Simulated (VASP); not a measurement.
Runs of VASP 6.6.1 on Pd. The structure is that of space group P6_3/mmc (No. 194), or close to it. The cells are those of the table. This isn't the form of Pd at room conditions, which is fcc.

```tsv
spin	cell	smearing	gap on the mesh (eV)	pressure (GPa)
off	a = 2.495, b = 2.495, c = 4.149 Å, angles 90.0, 90.0, 120.0°, 2 atoms	fermi-dirac 0.05 eV	none	124.8
off	a = 2.736, b = 2.736, c = 4.550 Å, angles 90.0, 90.0, 120.0°, 2 atoms	fermi-dirac 0.05 eV	none	(b)
collinear	a = 2.495, b = 2.495, c = 4.149 Å, angles 90.0, 90.0, 120.0°, 2 atoms	fermi-dirac 0.05 eV	none	124.9
off	a = 2.637, b = 2.637, c = 4.385 Å, angles 90.0, 90.0, 120.0°, 2 atoms	fermi-dirac 0.05 eV	none	(a)
off	a = 2.829, b = 2.829, c = 4.705 Å, angles 90.0, 90.0, 120.0°, 2 atoms	fermi-dirac 0.05 eV	none	-8.3
off	a = 2.942, b = 2.942, c = 4.891 Å, angles 90.0, 90.0, 120.0°, 2 atoms	fermi-dirac 0.05 eV	none	-17.8
off	a = 2.874, b = 2.874, c = 4.778 Å, angles 90.0, 90.0, 120.0°, 2 atoms	fermi-dirac 0.05 eV	none	-13.0
off	a = 2.688, b = 2.688, c = 4.469 Å, angles 90.0, 90.0, 120.0°, 2 atoms	fermi-dirac 0.05 eV	none	20.4
off	a = 2.495, b = 2.495, c = 4.149 Å, angles 90.0, 90.0, 120.0°, 2 atoms	tetrahedron	none	124.7
off	a = 2.584, b = 2.584, c = 4.297 Å, angles 90.0, 90.0, 120.0°, 2 atoms	fermi-dirac 0.05 eV	none	63.0
off	a = 2.784, b = 2.784, c = 4.629 Å, angles 90.0, 90.0, 120.0°, 2 atoms	fermi-dirac 0.05 eV	none	-1.7
```

Alike in all rows: task single point; level PBE; potentials or basis VASP PAW PBE potentials, release 64 (Pd); k mesh 14 × 14 × 7; cutoff (eV) 520.

Question: Fill in the values left out.

Answer: (a) 38.2; (b) 7.6.

Caveats: the cell stands under pressure (at least some runs); the cell stands under tension (at least some runs); tetrahedron occupations give inexact forces and stress in metals (at least some runs).

A k mesh can miss the band edges, and the runs leave out spin-orbit coupling on Pd.

A gap of «none» marks levels without a gap at the run's occupations.
